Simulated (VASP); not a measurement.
Runs of VASP 6.6.1 on CdS. The structure is that of space group Fm-3m (No. 225), or close to it. The cells are those of the table. 

```tsv
task	level	potentials or basis	cell	cutoff (eV)	second run	gap on the mesh (eV)	pressure (GPa)	relaxed volume (Å³/atom)
relaxation of cell and atoms	r2SCAN	VASP PAW PBE potentials, release 64 (Cd, S)	relaxed from a = 3.894 Å, angles 60.0°, 2 atoms	600	-	1.23	0.0	20.41
relaxation of cell and atoms	PBEsol	VASP PAW PBE potentials, release 64 (Cd, S)	relaxed from a = 3.894 Å, angles 60.0°, 2 atoms	600	-	0.63	0.0	19.81
single point	r2SCAN+D4	VASP PAW PBE potentials, release 64 (Cd, S)	a = 3.842 Å, angles 60.0°, 2 atoms	520	-	1.23	0.5	-
relaxation of cell and atoms	r2SCAN+D4	VASP PAW PBE potentials, release 64 (Cd, S)	relaxed from a = 3.894 Å, angles 60.0°, 2 atoms	600	-	1.23	0.0	(b)
single point	r2SCAN	VASP PAW PBE potentials, release 64 (Cd, S)	a = 3.858 Å, angles 60.0°, 2 atoms	520	-	1.23	0.5	-
relaxation of cell and atoms	PBEsol	VASP PAW PBE potentials, release 64 (Cd_sv_GW, S)	relaxed from a = 3.894 Å, angles 60.0°, 2 atoms	540	valence_matched	0.64	0.0	(a)
single point	PBEsol	VASP PAW PBE potentials, release 64 (Cd, S)	a = 3.819 Å, angles 60.0°, 2 atoms	520	-	0.63	0.5	-
```

Alike in all rows: no spin polarisation; k mesh 5 × 5 × 5; smearing gaussian 0.01 eV.

Problem. Estimate the missing entries.

Solution. (a) 19.50; (b) 20.16.

Caveats: the PAW data sets were made with another functional, which shifts forces and pressure a little.

A k mesh can miss the band edges, and the runs leave out spin-orbit coupling on Cd.

The runs don't all hold the same shells in valence.
